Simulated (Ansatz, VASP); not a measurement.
# MgHgSe2: VASP beside Ansatz

File POSCAR:

```
MgHgSe2
1.0
    4.3138610695      0.0000000000      0.0000000000
    0.0000000000      4.3138610695      0.0000000000
    0.0000000000      0.0000000000      5.9854478202
Mg Se Hg
1 2 1
Direct
    0.0000000000      0.0000000000      0.0000000000
    0.0000000000      0.5000000000      0.2354752525
    0.5000000000      0.0000000000      0.7645247475
    0.5000000000      0.5000000000      0.5000000000
```

File INCAR.step1:

```
SYSTEM = MgHgSe2
PREC = Accurate
ENCUT = 520
ISMEAR = 0
SIGMA = 0.01
LREAL = .False.
LASPH = .True.
NELM = 100
NBANDS = 21
GGA = PE
ALGO = Normal
EDIFF = 1E-4
LWAVE = .True.
LCHARG = .False.
```

File INCAR.step2:

```
SYSTEM = MgHgSe2
PREC = Accurate
ENCUT = 520
EDIFF = 1E-7
ISMEAR = 0
SIGMA = 0.01
LREAL = .False.
LASPH = .True.
NELM = 100
ALGO = Normal
ISIF = 2
LWAVE = .False.
LCHARG = .False.
METAGGA = R2SCAN
LMIXTAU = .True.
NBANDS = 21
ISTART = 1
```

The input KPOINTS:

```
regular mesh
0
Gamma
  6 6 4
  0 0 0
```

Input for Ansatz:

```yaml
crystal:
  lattice:
    - [4.3138610695, 0.0, 0.0]
    - [0.0, 4.3138610695, 0.0]
    - [0.0, 0.0, 5.9854478202]
  atoms:
    - { symbol: Mg, position: [0.0, 0.0, 0.0] }
    - { symbol: Se, position: [0.0, 0.5, 0.2354752525] }
    - { symbol: Hg, position: [0.5, 0.5, 0.5] }
    - { symbol: Se, position: [0.5, 0.0, 0.7645247475] }
kpoints:
  mp_grid: { grid: [6, 6, 4] }
  band_path:
    path:
      - [0.0, 0.0, 0.0]
      - [0.0, 0.5, 0.0]
      - [0.5, 0.5, 0.0]
      - [0.0, 0.0, 0.5]
      - [0.0, 0.5, 0.5]
      - [0.5, 0.5, 0.5]
    npoints: 1
hamiltonian:
  xc: r2scan
scf:
  occupations: { method: fixed }
  n_extra_bands: 5
output:
  forces: true
  stress: true
  eigenvalues: true
```

Alike in both runs: task single point; functional r2SCAN; k mesh 6 × 6 × 4; no spin polarisation.

|  | VASP | Ansatz |
| --- | --- | --- |
| version | VASP 6.6.1 | Ansatz 0.2.0 |
| potentials or method | VASP PAW PBE potentials, release 64 (Mg, Se, Hg) | plane waves, PAW |
| plane-wave cutoff (eV) | 520 | 500 |
| occupations | gaussian, width 0.01 eV | fixed |
| valence electrons in the cell | 26 | 62 |

Ansatz gave:

- gap on the k mesh at the Fermi level (eV): 1.03
- pressure (GPa): 0.0
- rms of the force components (eV/Å): 0.001

Task: Which values does VASP return?

Result: gap on the k mesh at the Fermi level (eV): 1.02; pressure (GPa): 0.0; rms of the force components (eV/Å): 0.021.

VASP's potentials were made for PBE, not for r2SCAN. VASP's potentials hold 26 valence electrons a cell and Ansatz's 62, so a difference there can come from the potentials and not from the codes.

Spin-orbit coupling is off throughout.
